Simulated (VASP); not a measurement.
A run of VASP 6.6.1 is set up as follows.

The input INCAR:

```
SYSTEM = Li
  PREC = Accurate
  ENCUT = 520
  EDIFF = 1E-8
  ISMEAR = 0
  SIGMA = 0.15
  LREAL = .FALSE.
  LASPH = .TRUE.
  NELM = 100
  ALGO = Normal
  ISIF = 2
  LWAVE = .FALSE.
  LCHARG = .TRUE.
  GGA = PS
  IVDW = 12
  NBANDS = 10
  IBRION = 6
  NFREE = 2
  POTIM = 0.015
  NSW = 1
```

The input KPOINTS:

```
regular mesh
0
G
  16 16 10
  0 0 0
```

File POSCAR:

```
Li
1.0
    0.0000000000     -2.0954789853     -2.0954789853
    0.0000000000      2.0954789853     -2.0954789853
    4.1909579706      0.0000000000      0.0000000000
Li
2
Direct
    0.5000000000      0.5000000000      0.5000000000
    0.0000000000      0.0000000000      0.0000000000
```

Potentials or basis: VASP PAW PBE potentials, release 64 (Li_sv).

Launch:

```console
$ cat potpaw_PBE.64/Li_sv/POTCAR > POTCAR
$ mpirun -np 1 vasp_std > vasp.out
```

(1) What does it give for the highest phonon frequency at Γ?

(2) What does it give for the dispersion energy per atom?

Results:

(1) 381 cm⁻¹.

(2) -0.165 eV.

Caveat: the cell differs from its parent crystal (zone-centre modes of this cell by finite displacements).
